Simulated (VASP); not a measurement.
Set up this calculation in VASP 6.6.1, as the native input.

| Item | Value |
| --- | --- |
| Task | single point |
| Functional | r2SCAN |
| Potentials or basis | VASP PAW PBE potentials, release 64 (Te, Mo_sv) |
| Cutoff | 440 eV |
| k mesh | 12 × 12 × 1 |
| Occupations | gaussian, width 0.01 eV |
| Spin | no spin polarisation |
| Dipole correction | yes |
| Further INCAR settings | ALGO = Normal; EDIFF = 1e-06; NBANDS = 20 |

The system is Te2Mo, a sheet with vacuum.

```
CELL_PARAMETERS angstrom
3.52000 0.00000 0.00000
-1.76000 3.04841 0.00000
0.00000 0.00000 31.04000
ATOMIC_POSITIONS crystal
Te 0.66667 0.33333 0.28992
Te 0.66667 0.33333 0.40660
Mo 0.33333 0.66667 0.34826
```

These files were run (other wordings do the same):

POSCAR

```
Te2Mo
1.0
    3.5200000000      0.0000000000      0.0000000000
   -1.7600000000      3.0484094213      0.0000000000
    0.0000000000      0.0000000000     31.0399999993
Te Mo
2 1
Direct
    0.6666666667      0.3333333333      0.2899200695
    0.6666666667      0.3333333333      0.4066005491
    0.3333333333      0.6666666667      0.3482603093
```

INCAR.step1

```
  PREC = Accurate
  ENCUT = 440
  ISMEAR = 0
  SIGMA = 0.01
  LREAL = F
  LASPH = T
  NELM = 120
  LDIPOL = T
  IDIPOL = 3
  DIPOL = 0.5 0.5 0.348
  NBANDS = 20
  GGA = PE
  ALGO = Normal
  EDIFF = 1E-5
  LWAVE = T
  LCHARG = F
  GGA_COMPAT = F
  NELMDL = -8
```

INCAR.step2

```
  PREC = Accurate
  ENCUT = 440
  EDIFF = 1E-6
  ISMEAR = 0
  SIGMA = 0.01
  LREAL = F
  LASPH = T
  NELM = 120
  ALGO = Normal
  ISIF = 2
  LWAVE = F
  LCHARG = F
  LDIPOL = T
  IDIPOL = 3
  DIPOL = 0.5 0.5 0.348
  METAGGA = R2SCAN
  LMIXTAU = T
  NBANDS = 20
  ISTART = 1
  GGA_COMPAT = F
```

KPOINTS

```
Automatic mesh
0
Gamma
  12 12 1
```

Potentials or basis: VASP PAW PBE potentials, release 64 (Te, Mo_sv).

Launch:

```console
$ cat potpaw_PBE.64/Te/POTCAR potpaw_PBE.64/Mo_sv/POTCAR > POTCAR
$ cp INCAR.step1 INCAR
$ mpirun -np 1 vasp_std > vasp.out
$ cp INCAR.step2 INCAR
$ mpirun -np 1 vasp_std > vasp.out
```

It gave:

The largest force is 0.070 eV/Å and the band gap on the k mesh is 1.23 eV.

Caveat: the PAW data sets were made with another functional, which shifts forces and pressure a little; spin-orbit coupling is left out, which moves the levels of the heavy elements.

It took 25 min on 1 thread of Intel Xeon 8259CL (shared host), peak memory 0.45 GiB.
